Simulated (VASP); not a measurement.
# AlN (P6_3/mmc) in VASP: a series of runs

Aim: see how the results for AlN move with the level of theory and the settings. Levels: PBEsol, LDA. Tasks: single point.

Program: VASP 6.6.1. These are calculated values, not measurements. Logs are shortened: lines on timing, memory, paths and dates and some standing lists are left out, and cuts for length are marked.

## 1. The cell of the first run

It takes space group P6_3/mmc (No. 194, hexagonal). Conventional cell: a = 3.312 Å, b = 3.312 Å, c = 4.188 Å, α = 90.00°, β = 90.00°, γ = 120.00°. Al (site symmetry -6m2) has 5 N at 1.91 to 2.09 Å within 2.5 Å. Within 2.5 Å of N (site symmetry -6m2) lie 5 Al at 1.91 to 2.09 Å.

## 2. Single point, PBEsol

INCAR reads:

```
SYSTEM = AlN
PREC = Accurate
ENCUT = 520
EDIFF = 1E-7
ISMEAR = -1
SIGMA = 0.05
LREAL = .FALSE.
LASPH = .TRUE.
NELM = 100
ALGO = Normal
ISIF = 2
LWAVE = .FALSE.
LCHARG = .FALSE.
GGA = PS
NBANDS = 16
```

KPOINTS reads:

```
regular mesh
0
G
  9 9 7
  0 0 0
```

POSCAR reads:

```
AlN
1.0
    3.3121157418      0.0000000000      0.0000000000
   -1.6560578709      2.8683763727      0.0000000000
    0.0000000000      0.0000000000      4.1875630000
Al N
2 2
Direct
    0.6666666667      0.3333333333      0.2500000000
    0.3333333333      0.6666666667      0.7500000000
    0.6666666667      0.3333333333      0.7500000000
    0.3333333333      0.6666666667      0.2500000000
```

Potentials or basis: VASP PAW PBE potentials, release 64 (Al, N).

On the command line:

```bash
$ cat potpaw_PBE.64/Al/POTCAR potpaw_PBE.64/N/POTCAR > POTCAR
$ mpirun -np 1 vasp_std > vasp.out
```

OUTCAR:

```text
SYSTEM = AlN
   PREC = Accurate
   ENCUT = 520
   EDIFF = 1E-7
   ISMEAR = -1
   LREAL = .FALSE.
   LASPH = .TRUE.
   NELM = 100
   ISIF = 2
   GGA = PS

 ion  position               nearest neighbor table
   1  0.667  0.333  0.250-   4 1.91   4 1.91   4 1.91   3 2.09   3 2.09   2 2.84   2 2.84   2 2.84
                             2 2.84   2 2.84   2 2.84
   2  0.333  0.667  0.750-   3 1.91   3 1.91   3 1.91   4 2.09   4 2.09   1 2.84   1 2.84   1 2.84
                             1 2.84   1 2.84   1 2.84
   3  0.667  0.333  0.750-   2 1.91   2 1.91   2 1.91   1 2.09   1 2.09
   4  0.333  0.667  0.250-   1 1.91   1 1.91   1 1.91   2 2.09   2 2.09

  LATTYP: Found a hexagonal cell.
 ALAT       =     3.3121157418
 C/A-ratio  =     1.2643166261

  Lattice vectors:

 A1 = (   3.3121157418,   0.0000000000,   0.0000000000)
 A2 = (  -1.6560578709,   2.8683763727,   0.0000000000)
 A3 = (   0.0000000000,   0.0000000000,   4.1875630000)

Analysis of symmetry for initial positions (statically):
=====================================================================
 Subroutine PRICEL returns:
 Original cell was already a primitive cell.

 Routine SETGRP: Setting up the symmetry group for a
 hexagonal supercell.

 Subroutine GETGRP returns: Found 24 space group operations
 (whereof 12 operations were pure point group operations)
 out of a pool of 24 trial point group operations.

The static configuration has the point symmetry D_3d.
 The point group associated with its full space group is D_6h.

Analysis of symmetry for dynamics (positions and initial velocities):
=====================================================================
 Subroutine PRICEL returns:
 Original cell was already a primitive cell.

 Routine SETGRP: Setting up the symmetry group for a
 hexagonal supercell.

 Subroutine GETGRP returns: Found 24 space group operations
 (whereof 12 operations were pure point group operations)
 out of a pool of 24 trial point group operations.

The dynamic configuration has the point symmetry D_3d.
 The point group associated with its full space group is D_6h.

 Subroutine INISYM returns: Found 24 space group operations
 (whereof 12 operations are pure point group operations),
 and found     1 'primitive' translations

----------------------------------------------------------------------------------------

                                     Primitive cell

  volume of cell :      39.7835

  direct lattice vectors                    reciprocal lattice vectors
     3.312115742  0.000000000  0.000000000     0.301921816  0.174314642  0.000000000
    -1.656057871  2.868376373  0.000000000     0.000000000  0.348629284  0.000000000
     0.000000000  0.000000000  4.187563000     0.000000000  0.000000000  0.238802377

  length of vectors
     3.312115742  3.312115742  4.187563000     0.348629284  0.348629284  0.238802377

  position of ions in fractional coordinates (direct lattice)
     0.666666667  0.333333333  0.250000000
     0.333333333  0.666666667  0.750000000
     0.666666667  0.333333333  0.750000000
     0.333333333  0.666666667  0.250000000

  ion indices of the primitive-cell ions
   primitive index   ion index
                 1           1
                 2           2
                 3           3
                 4           4

----------------------------------------------------------------------------------------

 KPOINTS: regular mesh

Automatic generation of k-mesh.
 Grid dimensions read from file:
 generate k-points for:    9    9    7

 Generating k-lattice:

  Cartesian coordinates                     Fractional coordinates (reciprocal lattice)
     0.033546868  0.019368294  0.000000000     0.111111111 -0.000000000  0.000000000
     0.000000000  0.038736587  0.000000000     0.000000000  0.111111111  0.000000000
     0.000000000  0.000000000  0.034114625     0.000000000  0.000000000  0.142857143

  Length of vectors
     0.038736587  0.038736587  0.034114625

  Shift w.r.t. Gamma in fractional coordinates (k-lattice)
     0.000000000  0.000000000  0.000000000

 Subroutine IBZKPT returns following result:
 ===========================================

 Found     48 irreducible k-points:

 Following reciprocal coordinates:
            Coordinates               Weight
  0.000000  0.000000  0.000000      1.000000
  0.111111  0.000000  0.000000      6.000000
  0.222222  0.000000  0.000000      6.000000
  0.333333  0.000000  0.000000      6.000000
  0.444444  0.000000  0.000000      6.000000
  0.111111  0.111111  0.000000      6.000000
[... 16 lines left out ...]
  0.333333  0.222222  0.142857     24.000000
  0.333333  0.333333  0.142857      4.000000
 [... further k-points ...]
   k-points           NKPTS =     48   k-points in BZ     NKDIM =     48   number of bands    NBANDS=     16
   number of dos      NEDOS =    301   number of ions     NIONS =      4
   total plane-waves  NPLWV =  25088
   dimension x,y,z NGX =    28 NGY =   28 NGZ =   32
   dimension x,y,z NGXF=    56 NGYF=   56 NGZF=   64
   ions per type =               2   2
   NGX,Y,Z   is equivalent  to a cutoff of  14.05, 14.05, 12.70 a.u.
   NGXF,Y,Z  is equivalent  to a cutoff of  28.11, 28.11, 25.41 a.u.
 SYSTEM =  AlN
   PREC   = accura    normal or accurate (medium, high low for compatibility)
   ISTART =      0    job   : 0-new  1-cont  2-samecut
   ICHARG =      2    charge: 1-file 2-atom 10-const
   ISPIN  =      1    spin polarized calculation?
   LNONCOLLINEAR =      F non collinear calculations
   LSORBIT =      F    spin-orbit coupling
   LASPH  =      T    aspherical Exc in radial PAW
   ENCUT  =  520.0 eV  38.22 Ry    6.18 a.u.   6.16  6.16  7.79*2*pi/ulx,y,z
   NELM   =    100;   NELMIN=  2; NELMDL= -5     # of ELM steps
   EDIFF  = 0.1E-06   stopping-criterion for ELM
   LREAL  =      F    real-space projection
   EDIFFG = 0.1E-05   stopping-criterion for IOM
   NSW    =      0    number of steps for IOM
   IBRION =     -1    ionic relax: 0-MD 1-quasi-New 2-CG
   NFREE  =      0    steps in history (QN), initial steepest desc. (CG)
   ISIF   =      2    stress and relaxation
   ISYM   =      2    0-nonsym 1-usesym 2-fastsym
   POTIM  = 0.5000    time-step for ionic-motion
   TEBEG  =    0.0;   TEEND  =   0.0 temperature during run
   PSTRESS=    0.0 pullay stress
   NELECT =      16.0000    total number of electrons
   NUPDOWN=      -1.0000    fix difference up-down
   EMIN   =  10.00;   EMAX   =-10.00  energy-range for DOS
   EFERMI =   0.00;   METHOD = LEGACY
   ISMEAR =    -1;   SIGMA  =   0.05  broadening in eV -4-tet -1-fermi 0-gaus
   EFERMI_NEDOS =   21; number of points for ismear=-14 and -15
   IALGO  =     38    algorithm
   IMIX   =      4    mixing-type and parameters
     AMIX     =   0.40;   BMIX     =  1.00
     AMIX_MAG =   1.60;   BMIX_MAG =  1.00
  volume/ion in A,a.u.               =       9.95        67.12
  Fermi-wavevector in a.u.,A,eV,Ry     =   1.208409  2.283561 19.867927  1.460251
  Thomas-Fermi vector in A             =   2.344017
   LORBIT       =      0    0 simple, 1 ext, 2 COOP (PROOUT), +10 PAW based schemes
   GGA     = PS    functional components
   LHFCALC =     F    Hartree Fock is set to
   AEXX    =    0.0000 exact exchange contribution
   IVDW    =     0    specifies the selected vdW correction
   LEPSILON=     F    determine dielectric tensor
   LRPA    =     F    only Hartree local field effects (RPA)
 non-spin polarized calculation
  energy-cutoff  :      520.00
  volume of cell :       39.78
 maximum number of plane-waves:      1090
 NGX is ok and might be reduce to    28
   NGX = 13   NGY = 13   NGZ = 15

 number of electron      15.9999999 magnetization

 Free energy of the ion-electron system (eV)
  ---------------------------------------------------
  ext. energy  EPLUGINS =         0.00000000
  ---------------------------------------------------
  free energy    TOTEN  =       -30.93775943 eV

  energy without entropy =      -30.93775943  energy(sigma->0) =      -30.93775943

 E-fermi :   8.7455     XC(G=0): -11.3529

 val. band max:        7.8598432028   @ k =   0.0000   0.0000   0.0000
 cond. band min:      11.0474440028   @ k =   0.0000   0.0000   0.0000
 fundamental gap:      3.1876008000
 Fermi energy:         8.7454960154

 k-point     1 :       0.0000    0.0000    0.0000
  band No.  band energies     occupation
      1      -8.9059      2.00000
      2      -5.2330      2.00000
      3       0.9377      2.00000
      4       4.5764      2.00000
      5       4.5764      2.00000
      6       6.2440      2.00000
[... 8 lines left out ...]
     15      19.5362      0.00000
     16      19.6777      0.00000

 k-point     2 :       0.1111    0.0000    0.0000
  band No.  band energies     occupation
      1      -8.7646      2.00000
      2      -5.2286      2.00000
      3       1.0900      2.00000
      4       4.0680      2.00000
      5       4.3749      2.00000
      6       5.7435      2.00000
[... 8 lines left out ...]
     15      19.0926      0.00000
     16      19.3583      0.00000

 k-point     3 :       0.2222    0.0000    0.0000
  band No.  band energies     occupation
      1      -8.3587      2.00000
      2      -5.2614      2.00000
      3       1.5340      2.00000
      4       2.9732      2.00000
      5       3.9644      2.00000
      6       4.8354      2.00000
[... 8 lines left out ...]
     15      18.1250      0.00000
     16      20.1467      0.00000

 k-point     4 :       0.3333    0.0000    0.0000
  band No.  band energies     occupation
      1      -7.7564      2.00000
      2      -5.4416      2.00000
      3       1.9686      2.00000
      4       2.2175      2.00000
      5       3.5926      2.00000
      6       4.0470      2.00000
[... 8 lines left out ...]
     15      19.1167      0.00000
     16      20.6052      0.00000
[... 324 lines left out ...]
 k-point    22 :       0.2222    0.2222    0.1429
  band No.  band energies     occupation
      1      -7.3298      2.00000
      2      -5.6432      2.00000
      3       1.7045      2.00000
      4       1.9181      2.00000
      5       3.7289      2.00000
      6       3.8789      2.00000
[... 8 lines left out ...]
     15      19.6699      0.00000
     16      20.8544      0.00000

 k-point    23 :       0.3333    0.2222    0.1429
  band No.  band energies     occupation
      1      -6.7685      2.00000
      2      -5.9374      2.00000
      3       1.2957      2.00000
      4       2.1633      2.00000
      5       2.9620      2.00000
      6       4.4054      2.00000
[... 8 lines left out ...]
     15      19.5126      0.00000
     16      21.0074      0.00000

 k-point    24 :       0.3333    0.3333    0.1429
  band No.  band energies     occupation
      1      -6.3018      2.00000
      2      -6.3018      2.00000
      3       1.2357      2.00000
      4       2.4442      2.00000
      5       2.4442      2.00000
      6       4.9363      2.00000
[... 8 lines left out ...]
     15      18.9371      0.00000
     16      20.6941      0.00000

 [... further k-points ...]

------------------------ aborting loop because EDIFF is reached ----------------------------------------

  FORCE on cell =-STRESS in cart. coord.  units (eV):
  Direction    XX          YY          ZZ          XY          YZ          ZX
  --------------------------------------------------------------------------------------
  -------------------------------------------------------------------------------------
  Total       -0.8026663     -0.8026663     -1.0237722     -0.0000000      0.0000000      0.0000000
  in kB      -32.3253043    -32.3253043    -41.2297725     -0.0000000      0.0000000      0.0000000
  external PRESSURE =     -35.2934604 kB  Pullay stress =       0.0000000 kB

 VOLUME and BASIS-vectors are now :
 -----------------------------------------------------------------------------
  energy-cutoff  :      520.00
  volume of cell :       39.78
      direct lattice vectors                 reciprocal lattice vectors
     3.312115742  0.000000000  0.000000000     0.301921816  0.174314642  0.000000000
    -1.656057871  2.868376373  0.000000000     0.000000000  0.348629284  0.000000000
     0.000000000  0.000000000  4.187563000     0.000000000  0.000000000  0.238802377

 POSITION                                       TOTAL-FORCE (eV/Angst)
 -----------------------------------------------------------------------------------
      1.65606      0.95613      1.04689         0.000000     -0.000000      0.000000
     -0.00000      1.91225      3.14067         0.000000      0.000000      0.000000
      1.65606      0.95613      3.14067        -0.000000     -0.000000      0.000000
     -0.00000      1.91225      1.04689        -0.000000      0.000000      0.000000
 -----------------------------------------------------------------------------------
    total drift:                               -0.000000     -0.000000     -0.000000

  FREE ENERGIE OF THE ION-ELECTRON SYSTEM (eV)
  ---------------------------------------------------
  free  energy   TOTEN  =       -30.9377594269 eV

  energy  without entropy=      -30.9377594269  energy(sigma->0) =      -30.93775943
```

It took 28 s on 1 thread of AMD EPYC 7R43 (Zen 3), shared host; peak memory 0.13 GiB.

Results:

| Quantity | Value |
| --- | --- |
| Free energy | -30.9378 eV |
| Pressure | -3.5 GPa |
| Band gap on the k mesh | 3.19 eV, direct |

Stress tensor (GPa, compression positive):
```
-3.23  0.00  0.00
 0.00 -3.23  0.00
 0.00  0.00 -4.12
```

Levels at points of the mesh, in eV from the valence-band top:
| k point | band 4 | band 5 | band 6 | band 7 | band 8 | band 9 | band 10 | band 11 | band 12 | band 13 |
| --- | --- | --- | --- | --- | --- | --- | --- | --- | --- | --- |
| (0.00, 0.00, 0.00) | -3.28 | -3.28 | -1.62 | -1.62 | 0.00 | 3.19 | 4.34 | 8.13 | 8.13 | 11.15 |

Caveat: the PAW data sets were made with another functional, which shifts forces and pressure a little. A k mesh can miss the band edges.

(Part 1 of 2 ends here.)
